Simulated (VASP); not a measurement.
# Au in VASP: notebook

Au is run at these levels: LDA; tasks: single point.

Everything below comes from runs of VASP 6.6.1. Logs are shortened: lines on timing, memory, paths and dates and some standing lists are left out, and cuts for length are marked.

### Step 1. The cell of the first run

The cell holds a slab with vacuum, 5 atoms: a = 2.863 Å, b = 4.048 Å, c = 21.725 Å, α = 90.00°, β = 90.00°, γ = 90.00°.

### Step 2. Single point, LDA

Contents of INCAR:

```
SYSTEM = Au
  PREC = Accurate
  ENCUT = 520
  EDIFF = 1E-6
  ISMEAR = -1
  SIGMA = 0.05
  LREAL = .False.
  LASPH = .True.
  NELM = 60
  ALGO = Normal
  ISIF = 2
  LWAVE = .False.
  LCHARG = .True.
  LDIPOL = .True.
  IDIPOL = 3
  DIPOL = 0.5 0.5 0.500
  LELF = .True.
  LVHAR = .True.
  LVACPOTAV = .True.
  NBANDS = 36
```

Contents of KPOINTS:

```
Automatic mesh
0
Gamma
  13 9 1
  0 0 0
```

Contents of POSCAR:

```
Au
1.0
    2.8626073067      0.0000000000      0.0000000000
    0.0000000000      4.0483380768      0.0000000000
    0.0000000000      0.0000000000     21.7252000000
Au
5
Direct
    0.0000000000      0.0000000000      0.3729601991
    0.5000000000      0.5000000000      0.4311897701
    0.0000000000      0.0000000000      0.5000000000
    0.5000000000      0.5000000000      0.5688102306
    0.0000000000      0.0000000000      0.6270398003
```

Potentials or basis: VASP PAW LDA potentials, release 64 (Au).

Started as:

```sh
cat potpaw_LDA.64/Au/POTCAR > POTCAR
mpirun -np 1 vasp_std > vasp.out
```

OUTCAR:

```text
SYSTEM = Au
   PREC = Accurate
   ENCUT = 520
   EDIFF = 1E-6
   ISMEAR = -1
   LREAL = .False.
   LASPH = .True.
   NELM = 60
   ISIF = 2

 ion  position               nearest neighbor table
   1  0.000  0.000  0.373-   3 2.76   2 2.78   2 2.78   2 2.78   2 2.78
   2  0.500  0.500  0.431-   1 2.78   1 2.78   1 2.78   1 2.78   3 2.89   3 2.89   3 2.89   3 2.89
                             4 2.99
   3  0.000  0.000  0.500-   5 2.76   1 2.76   2 2.89   2 2.89   2 2.89   2 2.89   4 2.89   4 2.89
                             4 2.89   4 2.89
   4  0.500  0.500  0.569-   5 2.78   5 2.78   5 2.78   5 2.78   3 2.89   3 2.89   3 2.89   3 2.89
                             2 2.99
   5  0.000  0.000  0.627-   3 2.76   4 2.78   4 2.78   4 2.78   4 2.78

  LATTYP: Found a simple orthorhombic cell.
 ALAT       =     2.8626073067
 B/A-ratio  =     1.4142135623
 C/A-ratio  =     7.5893050189

  Lattice vectors:

 A1 = (   2.8626073067,   0.0000000000,   0.0000000000)
 A2 = (   0.0000000000,   4.0483380768,   0.0000000000)
 A3 = (   0.0000000000,   0.0000000000,  21.7252000000)

Analysis of symmetry for initial positions (statically):
=====================================================================
 Subroutine PRICEL returns:
 Original cell was already a primitive cell.

 Routine SETGRP: Setting up the symmetry group for a
 simple orthorhombic supercell.

 Subroutine GETGRP returns: Found  8 space group operations
 (whereof  8 operations were pure point group operations)
 out of a pool of  8 trial point group operations.

The static configuration has the point symmetry D_2h.

Analysis of symmetry for dynamics (positions and initial velocities):
=====================================================================
 Subroutine PRICEL returns:
 Original cell was already a primitive cell.

 Routine SETGRP: Setting up the symmetry group for a
 simple orthorhombic supercell.

 Subroutine GETGRP returns: Found  8 space group operations
 (whereof  8 operations were pure point group operations)
 out of a pool of  8 trial point group operations.

The dynamic configuration has the point symmetry D_2h.

 Subroutine INISYM returns: Found  8 space group operations
 (whereof  8 operations are pure point group operations),
 and found     1 'primitive' translations

----------------------------------------------------------------------------------------

                                     Primitive cell

  volume of cell :     251.7690

  direct lattice vectors                    reciprocal lattice vectors
[... 100 lines left out ...]
   ISYM   =      2    0-nonsym 1-usesym 2-fastsym
   POTIM  = 0.5000    time-step for ionic-motion
   TEBEG  =    0.0;   TEEND  =   0.0 temperature during run
   PSTRESS=    0.0 pullay stress
   NELECT =      55.0000    total number of electrons
   NUPDOWN=      -1.0000    fix difference up-down
   EMIN   =  10.00;   EMAX   =-10.00  energy-range for DOS
   EFERMI =   0.00;   METHOD = LEGACY
   ISMEAR =    -1;   SIGMA  =   0.05  broadening in eV -4-tet -1-fermi 0-gaus
   EFERMI_NEDOS =   21; number of points for ismear=-14 and -15
   IALGO  =     38    algorithm
   IMIX   =      4    mixing-type and parameters
     AMIX     =   0.40;   BMIX     =  1.00
     AMIX_MAG =   1.60;   BMIX_MAG =  1.00
  volume/ion in A,a.u.               =      50.35       339.80
  Fermi-wavevector in a.u.,A,eV,Ry     =   0.985965  1.863204 13.226598  0.972128
  Thomas-Fermi vector in A             =   2.117311
   LORBIT       =      0    0 simple, 1 ext, 2 COOP (PROOUT), +10 PAW based schemes
   GGA     = CA    functional components
   LHFCALC =     F    Hartree Fock is set to
   AEXX    =    0.0000 exact exchange contribution
   IVDW    =     0    specifies the selected vdW correction
   LEPSILON=     F    determine dielectric tensor
   LRPA    =     F    only Hartree local field effects (RPA)
 non-spin polarized calculation
  energy-cutoff  :      520.00
  volume of cell :      251.77
 maximum number of plane-waves:      6821
 NGX is ok and might be reduce to    24
   NGX = 11   NGY = 15   NGZ = 81

 dipolmoment           0.000000      0.000000      0.000000 electrons x Angstroem

 number of electron      55.0000004 magnetization

 dipolmoment           0.000000      0.000000     -0.000000 electrons x Angstroem

 Free energy of the ion-electron system (eV)
  ---------------------------------------------------
  ext. energy  EPLUGINS =         0.00000000
  ---------------------------------------------------
  free energy    TOTEN  =       -20.18255591 eV

  energy without entropy =      -20.16622540  energy(sigma->0) =      -20.17439066

 E-fermi :  -0.4098     XC(G=0):  -5.1781

 val. band max:       -0.4298721465   @ k =   0.3077   0.4444   0.0000
 cond. band min:      -0.3832149675   @ k =   0.3846   0.3333   0.0000
 fundamental gap:      0.0466571789
 Fermi energy:        -0.4097915917

 k-point     1 :       0.0000    0.0000    0.0000
  band No.  band energies     occupation
      1      -9.7481      2.00000
      2      -8.0815      2.00000
      3      -7.2431      2.00000
      4      -6.8154      2.00000
      5      -6.6507      2.00000
      6      -6.0937      2.00000
[... 925 lines left out ...]
     35       6.4863      0.00000
     36       6.5809      0.00000

 [... further k-points ...]

------------------------ aborting loop because EDIFF is reached ----------------------------------------

  FORCE on cell =-STRESS in cart. coord.  units (eV):
  Direction    XX          YY          ZZ          XY          YZ          ZX
  --------------------------------------------------------------------------------------
  -------------------------------------------------------------------------------------
  Total       -3.8362559     -1.9398309      0.1572072      0.0000000      0.0000000      0.0000000
  in kB      -24.4127006    -12.3444606      1.0004159      0.0000000      0.0000000      0.0000000
  external PRESSURE =     -11.9189151 kB  Pullay stress =       0.0000000 kB

 VOLUME and BASIS-vectors are now :
 -----------------------------------------------------------------------------
  energy-cutoff  :      520.00
  volume of cell :      251.77
      direct lattice vectors                 reciprocal lattice vectors
     2.862607307  0.000000000  0.000000000     0.349331883  0.000000000  0.000000000
     0.000000000  4.048338077  0.000000000     0.000000000  0.247014943  0.000000000
     0.000000000  0.000000000 21.725200000     0.000000000  0.000000000  0.046029496

 POSITION                                       TOTAL-FORCE (eV/Angst)
 -----------------------------------------------------------------------------------
      0.00000      0.00000      8.10263         0.000000      0.000000     -0.042279
      1.43130      2.02417      9.36768         0.000000      0.000000      0.003739
      0.00000      0.00000     10.86260         0.000000      0.000000      0.000000
      1.43130      2.02417     12.35752         0.000000      0.000000     -0.003739
      0.00000      0.00000     13.62257         0.000000     -0.000000      0.042279
 -----------------------------------------------------------------------------------
    total drift:                                0.000000      0.000000     -0.000005

  FREE ENERGIE OF THE ION-ELECTRON SYSTEM (eV)
  ---------------------------------------------------
  free  energy   TOTEN  =       -20.1825559143 eV

  energy  without entropy=      -20.1662254034  energy(sigma->0) =      -20.17439066

 vacuum level on the upper side and lower side of the slab         4.897         4.897
```

It took 4.1 min on 1 thread of Intel Xeon Platinum 8488C (Sapphire Rapids), shared host; peak memory 0.4 GiB.

What came out:

```
Free energy            : -20.1826 eV
Largest force          : 0.042 eV/Å
Band gap on the k mesh : zero (an odd number of electrons rules out a gap without spin polarisation)
```

Forces in eV/Å, atoms in the order of the input:
```
Au   0.000  0.000 -0.042
Au   0.000  0.000  0.004
Au   0.000  0.000  0.000
Au   0.000  0.000 -0.004
Au   0.000  0.000  0.042
```

Caveat: spin-orbit coupling is left out, which moves the levels of the heavy elements.

### Step 3. Single point, LDA

Contents of INCAR:

```
PREC = Accurate
ENCUT = 520
EDIFF = 1E-6
ISMEAR = -1
SIGMA = 0.05
LREAL = False
LASPH = True
NELM = 80
ALGO = Normal
ISIF = 2
LWAVE = False
LCHARG = True
LDIPOL = True
IDIPOL = 3
DIPOL = 0.5 0.5 0.500
GGA = CA
LELF = True
LVHAR = True
LVACPOTAV = True
NBANDS = 36
EFIELD = -0.3
```

Contents of KPOINTS:

```
Automatic mesh
0
Gamma
  13 9 1
```

POSCAR is that of step 2.

Potentials or basis: VASP PAW LDA potentials, release 64 (Au).

Started as:

```sh
cat potpaw_LDA.64/Au/POTCAR > POTCAR
mpirun -np 1 vasp_std > vasp.out
```

OUTCAR:

```text
PREC = Accurate
   ENCUT = 520
   EDIFF = 1E-6
   ISMEAR = -1
   LREAL = False
   LASPH = True
   NELM = 80
   ISIF = 2
   GGA = CA

 ion  position               nearest neighbor table
   1  0.000  0.000  0.373-   3 2.76   2 2.78   2 2.78   2 2.78   2 2.78
   2  0.500  0.500  0.431-   1 2.78   1 2.78   1 2.78   1 2.78   3 2.89   3 2.89   3 2.89   3 2.89
                             4 2.99
   3  0.000  0.000  0.500-   5 2.76   1 2.76   2 2.89   2 2.89   2 2.89   2 2.89   4 2.89   4 2.89
                             4 2.89   4 2.89
   4  0.500  0.500  0.569-   5 2.78   5 2.78   5 2.78   5 2.78   3 2.89   3 2.89   3 2.89   3 2.89
                             2 2.99
   5  0.000  0.000  0.627-   3 2.76   4 2.78   4 2.78   4 2.78   4 2.78

  LATTYP: Found a simple orthorhombic cell.
 ALAT       =     2.8626073067
 B/A-ratio  =     1.4142135623
 C/A-ratio  =     7.5893050189

  Lattice vectors:

 A1 = (   2.8626073067,   0.0000000000,   0.0000000000)
 A2 = (   0.0000000000,   4.0483380768,   0.0000000000)
 A3 = (   0.0000000000,   0.0000000000,  21.7252000000)

Analysis of symmetry for initial positions (statically):
[... 180 lines left out ...]
  free energy    TOTEN  =       -20.20615661 eV

  energy without entropy =      -20.18981576  energy(sigma->0) =      -20.19798618

 E-fermi :  -0.4151     XC(G=0):  -5.2162

 val. band max:       -0.4349604779   @ k =   0.3077   0.4444   0.0000
 cond. band min:      -0.3883472304   @ k =   0.3846   0.3333   0.0000
 fundamental gap:      0.0466132475
 Fermi energy:        -0.4150915227

 k-point     1 :       0.0000    0.0000    0.0000
  band No.  band energies     occupation
      1      -9.7534      2.00000
      2      -8.0866      2.00000
      3      -7.2484      2.00000
      4      -6.8207      2.00000
      5      -6.6559      2.00000
      6      -6.0988      2.00000
[... 925 lines left out ...]
     35       6.3446      0.00000
     36       6.6686      0.00000

 [... further k-points ...]
[... 5 lines left out ...]
  --------------------------------------------------------------------------------------
  -------------------------------------------------------------------------------------
  Total       -3.8269260     -1.9321581      0.1276305      0.0000000      0.0000000      0.0000000
  in kB      -24.3533279    -12.2956334      0.8121998      0.0000000      0.0000000      0.0000000
  external PRESSURE =     -11.9455872 kB  Pullay stress =       0.0000000 kB

 VOLUME and BASIS-vectors are now :
 -----------------------------------------------------------------------------
  energy-cutoff  :      520.00
  volume of cell :      251.77
      direct lattice vectors                 reciprocal lattice vectors
     2.862607307  0.000000000  0.000000000     0.349331883  0.000000000  0.000000000
     0.000000000  4.048338077  0.000000000     0.000000000  0.247014943  0.000000000
     0.000000000  0.000000000 21.725200000     0.000000000  0.000000000  0.046029496

 POSITION                                       TOTAL-FORCE (eV/Angst)
 -----------------------------------------------------------------------------------
      0.00000      0.00000      8.10263         0.000000      0.000000     -0.050002
      1.43130      2.02417      9.36768         0.000000      0.000000     -0.000354
      0.00000      0.00000     10.86260         0.000000      0.000000      0.018915
      1.43130      2.02417     12.35752         0.000000      0.000000     -0.007959
      0.00000      0.00000     13.62257         0.000000      0.000000      0.039400
 -----------------------------------------------------------------------------------
    total drift:                                0.000000      0.000000     -0.000092

  FREE ENERGIE OF THE ION-ELECTRON SYSTEM (eV)
  ---------------------------------------------------
  free  energy   TOTEN  =       -20.2061566107 eV

  energy  without entropy=      -20.1898157553  energy(sigma->0) =      -20.19798618
```

Run time: 5.5 min. Hardware: 1 thread of Intel Xeon Platinum 8488C (Sapphire Rapids), shared host; peak memory 0.4 GiB.

What came out:

```
Free energy            : -20.2062 eV
Largest force          : 0.050 eV/Å
Band gap on the k mesh : zero (an odd number of electrons rules out a gap without spin polarisation)
```

Forces on the atoms (eV/Å):
```
Au   0.000  0.000 -0.050
Au   0.000  0.000  0.000
Au   0.000  0.000  0.019
Au   0.000  0.000 -0.008
Au   0.000  0.000  0.039
```

Caveat: spin-orbit coupling is left out, which moves the levels of the heavy elements.

The gap in the log of VASP goes by the Fermi energy; the results here count the filled bands.